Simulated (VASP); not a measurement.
The system is Te2Mo.

```xyz
12
Lattice="6.4133 0.0000 0.0000 0.0000 3.5146 0.0000 -0.9593 0.0000 14.0096" Properties=species:S:1:pos:R:3 pbc="T T T"
Te    5.4724    2.6360    8.4688
Te   -0.0183    0.8787    5.5408
Te    4.9745    0.8787   11.9278
Te    0.4795    2.6360    2.0818
Te    1.7781    2.6360   12.5456
Te    3.6759    0.8787    1.4640
Te    2.2204    0.8787    9.0838
Te    3.2337    2.6360    4.9258
Mo    4.2856    2.6360   13.9059
Mo    1.1685    0.8787    0.1037
Mo    3.8999    0.8787    6.9123
Mo    1.5541    2.6360    7.0973
```

Base run:

```yaml
Program: VASP 6.6.1
Functional: BLYP
Potentials_or_basis: VASP PAW PBE potentials, release 64 (Te, Mo_sv)
Cutoff: 520 eV
k_mesh: 4 × 8 × 2
Occupations: fermi-dirac, width 0.05 eV
Spin: no spin polarisation
```

Its results: band gap on the k mesh zero (band 52 reaches 8.26 eV, above the bottom of band 53 at 8.13 eV); pressure 4.7 GPa; largest force 0.218 eV/Å.

Question: The run is repeated on the same cell with these changes: functional from BLYP to PBE. What comes out?

Answer: Band gap on the k mesh zero (band 52 reaches 7.81 eV, above the bottom of band 53 at 7.67 eV); pressure -1.2 GPa; largest force 0.440 eV/Å.

PBE binds more tightly than BLYP, so the same cell stands under less pressure.

Caveats: spin-orbit coupling is left out, which moves the levels of the heavy elements; the PAW data sets were made with another functional, which shifts forces and pressure a little (some runs).
